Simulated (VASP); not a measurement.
Input of a VASP 6.6.1 run:

File INCAR:

```
ALGO = Normal
EDIFF = 1E-7
ENCUT = 520
GGA = PE
ISIF = 2
ISMEAR = -1
LASPH = True
LCHARG = False
LREAL = False
LWAVE = False
NBANDS = 33
NELM = 100
PREC = Accurate
SIGMA = 0.05
```

Contents of KPOINTS:

```
k-points
0
Gamma
  7 7 3
```

POSCAR

```
ZnSn2N2
1.0
    3.3523260000      0.0000000000      0.0000000000
    0.0000000000      3.3523260000      0.0000000000
    0.0000000000      0.0000000000      7.9029248200
Sn Zn N
2 1 2
Direct
    0.5000000000      0.5000000000      0.3072926567
    0.5000000000      0.5000000000      0.6927073433
    0.0000000000      0.0000000000      0.0000000000
    0.0000000000      0.5000000000      0.8540892016
    0.5000000000      0.0000000000      0.1459107984
```

Potentials or basis: VASP PAW PBE potentials, release 64 (Sn_d, Zn, N).

Command:

```console
$ cat potpaw_PBE.64/Sn_d/POTCAR potpaw_PBE.64/Zn/POTCAR potpaw_PBE.64/N/POTCAR > POTCAR
$ mpirun -np 1 vasp_std > vasp.out
```

(1) Estimate the largest force.

(2) Estimate the pressure.

Answers

(1) 0.019 eV/Å.

(2) 1.4 GPa.
